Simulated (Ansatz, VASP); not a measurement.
Re in VASP and in Ansatz

```
Re
1.0
     2.78407    0.00000    0.00000
    -1.39204    2.41108    0.00000
     0.00000    0.00000    8.97519
Re
4
Direct
  0.00000 0.00000 0.00000
  0.00000 0.00000 0.50000
  0.33333 0.66667 0.25000
  0.66667 0.33333 0.75000
```

Alike in both runs: functional revPBE; k mesh 13 × 13 × 4; occupations fermi-dirac, width 0.1 eV; no spin polarisation.

Ansatz relaxed the structure, and its values are those at the end. VASP's run is a single point on that final structure, the one shown.

```csv
,VASP,Ansatz
version,VASP 6.6.1,Ansatz 0.2.0
potentials or method,"VASP PAW PBE potentials, release 64 (Re), cutoff 520 eV","plane waves (420 eV) with PAW, scalar-relativistic"
valence electrons in the cell,28,60
```

Ansatz gave:

```
pressure (GPa) : 0.0
```

Q: Estimate VASP's values.

A: Pressure (GPa): -0.6.

VASP's potentials were made for PBE, not for revPBE. VASP's potentials hold 28 valence electrons a cell and Ansatz's 60, so a difference there can come from the potentials and not from the codes.

Neither program's run includes spin-orbit coupling.
